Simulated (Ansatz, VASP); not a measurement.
This is a calculation of Zn for Ansatz 0.2.0.

input.yaml

```yaml
crystal:
  lattice:
    - [-1.569037, 1.569037, 1.569037]
    - [1.569037, -1.569037, 1.569037]
    - [1.569037, 1.569037, -1.569037]
  atoms:
    - { symbol: Zn, position: [0.0, 0.0, 0.0] }
hamiltonian:
  xc: rpbe
  pseudopotentials: { kind: paw }
kpoints:
  mp_grid: { grid: [12, 12, 12] }
scf:
  occupations: { method: fermi_dirac, width: 0.1 }
output:
  forces: true
  stress: true
relax:
  f_tol: 0.01
  max_steps: 40
  cell: { stress_tol: 0.05 }
basis:
  ecutrho_ratio: 12
```

Potentials or basis: Ansatz PAW.

Launch:

```console
$ ansatz run input.yaml --threads 1 --pin off --max-ram 2560MiB --backend cpu --events-out ev --progress --plain --runs-dir out
```

Q: Translate it to VASP 6.6.1. Potentials there: VASP PAW PBE potentials, release 64 (Zn).

A: As run (the cutoff follows the program's own potentials):

The input INCAR:

```
  ALGO = Normal
  EDIFF = 1E-6
  EDIFFG = -0.01
  ENCUT = 600
  GGA = RP
  IBRION = 2
  ISIF = 3
  ISMEAR = -1
  LASPH = True
  LCHARG = False
  LREAL = False
  LWAVE = False
  NELM = 80
  NSW = 60
  PREC = Accurate
  SIGMA = 0.1
```

KPOINTS

```
k-points
0
Gamma
  12 12 12
```

Contents of POSCAR:

```
Zn
1.0
   -1.5690370000      1.5690370000      1.5690370000
    1.5690370000     -1.5690370000      1.5690370000
    1.5690370000      1.5690370000     -1.5690370000
Zn
1
Direct
    0.0000000000      0.0000000000      0.0000000000
```

Potentials or basis: VASP PAW PBE potentials, release 64 (Zn).

Launch:

```console
$ cat potpaw_PBE.64/Zn/POTCAR > POTCAR
$ mpirun -np 1 vasp_std > vasp.out
```

Both were run:

|  | VASP | Ansatz | Ansatz less VASP |
| --- | --- | --- | --- |
| relaxed volume (Å³/atom) | 16.19 | 16.13 | -0.061 |
| relaxed length of the cell vector where the two differ most in proportion (Å) | 2.760 | 2.757 | -0.0035 |

VASP's potentials were made for PBE, not for RPBE.

Noted on Ansatz's run: the plane-wave basis is chosen anew once the cell has moved, so the energies of steps on either side of that aren't comparable.
